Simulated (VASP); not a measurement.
TaN (lda), 6 atoms in the cell. It takes space group P-62m (No. 189, hexagonal). The conventional cell has a = 5.208 Å, b = 5.208 Å, c = 2.915 Å, α = 90.00°, β = 90.00°, γ = 120.00°. Within 2.7 Å of Ta (site symmetry -62m) lie 3 N at 2.04 Å. Within 2.9 Å of Ta (site symmetry -6) lie 6 N at 2.17 Å. Within 2.7 Å of N (site symmetry m2m) lie 5 Ta at 2.04 to 2.17 Å. 

| Quantity | Value |
| --- | --- |
| Program | VASP 6.6.1 |
| Task | single point |
| Functional | LDA |
| Potentials or basis | VASP PAW LDA potentials, release 64 (Ta_sv_GW, N) |
| Cutoff | 600 eV |
| k mesh | 6 × 6 × 6 |
| Occupations | gaussian, width 0.1 eV |
| Spin | no spin polarisation |
| Dipole correction | no |
| Second run | valence_matched |
| Further INCAR settings | ALGO = Normal; EDIFF = 1e-06; NBANDS = 36 |

Potentials or basis: VASP PAW LDA potentials, release 64 (Ta_sv_GW, N).

Command:

```bash
$ cat potpaw_LDA.64/Ta_sv_GW/POTCAR potpaw_LDA.64/N/POTCAR > POTCAR
$ mpirun -np 1 vasp_std > vasp.out
```

Hardware: 1 thread of Intel(R) Xeon(R) Platinum 8375C CPU @ 2.90GHz (Ice Lake), on a shared host.

**Question.** How long does it take, and how much memory?

**Answer.** Run time: 86 s on 1 thread of Intel(R) Xeon(R) Platinum 8375C CPU @ 2.90GHz (Ice Lake), on a shared host, peak memory 0.21 GiB. Counts: scf iterations 18, k points 28.
